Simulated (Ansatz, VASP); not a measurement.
NaCl: VASP beside Ansatz

INCAR

```
SYSTEM = NaCl
  PREC = Accurate
  ENCUT = 500
  EDIFF = 1E-6
  ISMEAR = 0
  SIGMA = 0.1
  LREAL = .False.
  LASPH = .True.
  NELM = 200
  ALGO = Normal
  ISIF = 2
  LWAVE = .False.
  LCHARG = .False.
  LDAU = .True.
  LDAUTYPE = 2
  LDAUL = -1 1
  LDAUU = 0 5.9
  LDAUJ = 0 0
  LDAUPRINT = 1
  GGA = PE
  NBANDS = 14
  GGA_COMPAT = .False.
```

KPOINTS

```
regular mesh
0
Gamma
  6 6 6
  0 0 0
```

POSCAR

```
NaCl
1.0
    3.5021900000      0.0000000000      0.0000000000
    0.0000000000      3.5021900000      0.0000000000
    0.0000000000      0.0000000000      3.5021900000
Na Cl
1 1
Direct
    0.0000000000      0.0000000000      0.0000000000
    0.5000000000      0.5000000000      0.5000000000
```

Input for Ansatz:

```yaml
crystal:
  lattice:
    - [3.50219, 0.0, 0.0]
    - [0.0, 3.50219, 0.0]
    - [0.0, 0.0, 3.50219]
  atoms:
    - { symbol: Na, position: [0.0, 0.0, 0.0] }
    - { symbol: Cl, position: [0.5, 0.5, 0.5] }
basis:
  ecutwfc: 420
kpoints:
  mp_grid: { grid: [6, 6, 6] }
hamiltonian:
  xc: pbe
  hubbard: { sites: [{ species: Cl, l: p, u_eff: 5.9 }], projectors: atomic }
scf:
  occupations: { method: gaussian, width: 0.1 }
output:
  forces: true
  stress: true
  eigenvalues: true
```

Alike in both runs: task single point; functional PBE; k mesh 6 × 6 × 6; occupations gaussian, width 0.1 eV; no spin polarisation; Hubbard terms Cl p U = 5.9 eV.

|  | VASP | Ansatz |
| --- | --- | --- |
| version | VASP 6.6.1 | Ansatz 0.2.0 |
| potentials or method | VASP PAW PBE potentials, release 64 (Na_pv, Cl), cutoff 500 eV | scalar-relativistic, plane waves, PAW |
| valence electrons in the cell | 14 | 16 |

Ansatz gave:

```
gap on the k mesh at the Fermi level (eV) : 6.22
least direct gap on the mesh (eV)         : 6.84
pressure (GPa)                            : -0.2
```

**Question.** Estimate VASP's values.

**Answer.** gap on the k mesh at the Fermi level (eV): 4.32; least direct gap on the mesh (eV): 4.79; pressure (GPa): -0.5.

The programs project onto different local orbitals, so the same U acts differently, and such runs can settle in different states. VASP's potentials hold 14 valence electrons a cell and Ansatz's 16, so a difference there can come from the potentials and not from the codes.
